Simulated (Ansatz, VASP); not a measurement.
One calculation of CdSe, two programs

INCAR

```
SYSTEM = CdSe
PREC = Accurate
ENCUT = 600
EDIFF = 1E-6
ISMEAR = 0
SIGMA = 0.02
LREAL = .False.
LASPH = .True.
NELM = 100
ALGO = Normal
ISIF = 3
LWAVE = .False.
LCHARG = .False.
GGA = CA
IBRION = 2
NSW = 100
EDIFFG = -0.002
```

The input KPOINTS:

```
Automatic mesh
0
Gamma
  9 9 6
  0 0 0
```

File POSCAR:

```
CdSe
1.0
    4.3000000000      0.0000000000      0.0000000000
   -2.1500000000      3.7239092363      0.0000000000
    0.0000000000      0.0000000000      7.0110000000
Cd Se
2 2
Direct
    0.3333333333      0.6666666667      0.0000000000
    0.6666666667      0.3333333333      0.5000000000
    0.3333333333      0.6666666667      0.3760000000
    0.6666666667      0.3333333333      0.8760000000
```

Input for Ansatz:

```yaml
crystal:
  lattice:
    - [4.3, 0.0, 0.0]
    - [-2.15, 3.7239092363, 0.0]
    - [0.0, 0.0, 7.011]
  atoms:
    - { symbol: Cd, position: [0.3333333333, 0.6666666667, 0.0] }
    - { symbol: Cd, position: [0.6666666667, 0.3333333333, 0.5] }
    - { symbol: Se, position: [0.3333333333, 0.6666666667, 0.376] }
    - { symbol: Se, position: [0.6666666667, 0.3333333333, 0.876] }
basis:
  ecutwfc: 420
kpoints:
  mp_grid: { grid: [9, 9, 6] }
hamiltonian:
  xc: lda
  pseudopotentials: { kind: paw, azcp: { folder: soft_1 } }
scf:
  occupations: { method: gaussian, width: 0.02 }
output:
  forces: true
  stress: true
  eigenvalues: true
  write_density: true
  write_potential: true
  elf: true
  volumetric_format: npy
relax:
  adjacent_minimum: "off"
  f_tol: 0.002
  max_steps: 80
  cell: { stress_tol: 0.02 }
```

Alike in both runs: task relaxation of cell and atoms; functional LDA; k mesh 9 × 9 × 6; occupations gaussian, width 0.02 eV; no spin polarisation.

|  | VASP | Ansatz |
| --- | --- | --- |
| version | VASP 6.6.1 | Ansatz 0.2.0 |
| potentials or method | VASP PAW LDA potentials, release 64 (Cd, Se), cutoff 600 eV | scalar-relativistic, plane waves, PAW |
| valence electrons in the cell | 36 | 72 |

```csv
,VASP,Ansatz,Ansatz less VASP
"gap on the k mesh at the Fermi level, each at its own relaxed structure (eV)",0.48,0.46,-0.016
relaxed volume (Å³/atom),27.32,27.11,-0.205
relaxed length of the cell vector where the two differ most in proportion (Å),4.258,4.248,-0.0109
```

Ansatz warns that its potentials were made for another functional, while VASP's fit it. LDA's correlation is that of Perdew and Zunger in VASP and of Perdew and Wang (1992) in Ansatz. VASP's potentials hold 36 valence electrons a cell and Ansatz's 72, so a difference there can come from the potentials and not from the codes.
